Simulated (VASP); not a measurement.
# Ni: single point with PBE

Crystal: Ni.

```
CELL_PARAMETERS angstrom
-1.75931 1.75931 0.00000
0.00000 0.00000 3.51862
1.75931 1.75931 0.00000
ATOMIC_POSITIONS crystal
Ni 0.00000 0.00000 0.00000
Ni 0.50000 0.50000 0.50000
```

* Program: VASP 6.6.1
* Task: single point
* Functional: PBE
* Potentials or basis: VASP PAW PBE potentials, release 64 (Ni)
* Cutoff: 520 eV
* k mesh: 15 × 10 × 15
* Occupations: fermi-dirac, width 0.05 eV
* Spin: collinear spin, ferromagnetic start
* Starting moments: [1.0, 1.0] μB
* Dipole correction: no
* Further INCAR settings: ALGO = Normal; EDIFF = 1e-06; NBANDS = 21

* Pressure: 0.0 GPa
* Net moment: 1.27 μB per cell
* Site moments: Ni +0.65 μB
* Valence electrons inside the program's atomic spheres: Ni 9.31

Stress tensor (GPa, compression positive):
```
 0.02  0.00  0.00
 0.00  0.02  0.00
 0.00  0.00 -0.06
```

Levels at points of the mesh, in eV from the Fermi level:
Spin up:
```tsv
k point	band 8	band 9	band 10	band 11	band 12	band 13	band 14	band 15
(0.00, 0.00, 0.00)	-1.26	-0.56	-0.48	-0.48	2.45	9.21	14.81	14.81
(0.00, 0.50, 0.00)	-1.60	-1.60	-1.60	-0.91	-0.91	19.25	19.25	19.25
```
Spin down:
| k point | band 7 | band 8 | band 9 | band 10 | band 11 | band 12 | band 13 | band 14 |
| --- | --- | --- | --- | --- | --- | --- | --- | --- |
| (0.00, 0.00, 0.00) | -0.67 | -0.67 | 0.07 | 0.39 | 0.39 | 2.41 | 9.46 | 14.83 |
| (0.00, 0.50, 0.00) | -0.80 | -0.80 | -0.80 | -0.80 | -0.31 | -0.31 | 19.33 | 19.33 |

Wall time 2.5 min on 1 thread of Intel Xeon 8259CL (shared host), peak memory 0.25 GiB.
